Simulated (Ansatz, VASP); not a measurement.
**Tl: VASP beside Ansatz**

The input INCAR:

```
SYSTEM = Tl
PREC     = Accurate       ! precision mode
ENCUT    = 520            ! plane-wave cutoff, eV
EDIFF    = 1E-6           ! SCF threshold, eV
ISMEAR   = -1             ! smearing method
SIGMA    = 0.05           ! smearing width, eV
LREAL    = .False.        ! projectors in reciprocal space
LASPH    = .True.         ! aspherical terms in the spheres
NELM     = 100            ! most SCF steps
ALGO     = Fast           ! electronic algorithm
ISIF     = 2              ! what is computed and relaxed
LWAVE    = .False.        ! write WAVECAR
LCHARG   = .False.        ! write CHGCAR
GGA      = PE             ! functional
NBANDS   = 12             ! bands
```

Contents of KPOINTS:

```
regular mesh
0
Gamma
  9 9 9
  0 0 0
```

File POSCAR:

```
Tl
1.0
    0.0000000000      2.4826750947      2.4826750947
    2.4826750947      0.0000000000      2.4826750947
    2.4826750947      2.4826750947      0.0000000000
Tl
1
Direct
    0.0000000000      0.0000000000      0.0000000000
```

Contents of input.yaml:

```yaml
crystal:
  lattice:
    - [0.0, 2.4826750947, 2.4826750947]
    - [2.4826750947, 0.0, 2.4826750947]
    - [2.4826750947, 2.4826750947, 0.0]
  atoms:
    - { symbol: Tl, position: [0.0, 0.0, 0.0] }
kpoints:
  mp_grid: { grid: [9, 9, 9] }
scf:
  occupations: { method: fermi_dirac, width: 0.05 }
hamiltonian:
  xc: pbe
  pseudopotentials: { kind: all_electron, lapw: { basis_error: 0.0005 } }
output:
  forces: true
  stress: true
  eigenvalues: true
```

Change from the starting cell: volume scaled by 1.02.

Alike in both runs: task single point; functional PBE; k mesh 9 × 9 × 9; occupations fermi-dirac, width 0.05 eV; no spin polarisation.

|  | VASP | Ansatz |
| --- | --- | --- |
| version | VASP 6.6.1 | Ansatz 0.2.0 |
| potentials or method | VASP PAW PBE potentials, release 64 (Tl_d), cutoff 520 eV | all-electron LAPW, scalar-relativistic |

VASP gave:

| Quantity | Value |
| --- | --- |
| gap on the k mesh at the Fermi level (eV) | none |
| pressure (GPa) | 0.5 |

Estimate Ansatz's values.

gap on the k mesh at the Fermi level (eV): none; pressure (GPa): 0.6.

A gap of «none» marks a metal or a gap that the smearing closes. Ansatz ran all-electron here, and VASP with PAW potentials.

Spin-orbit coupling is off throughout.
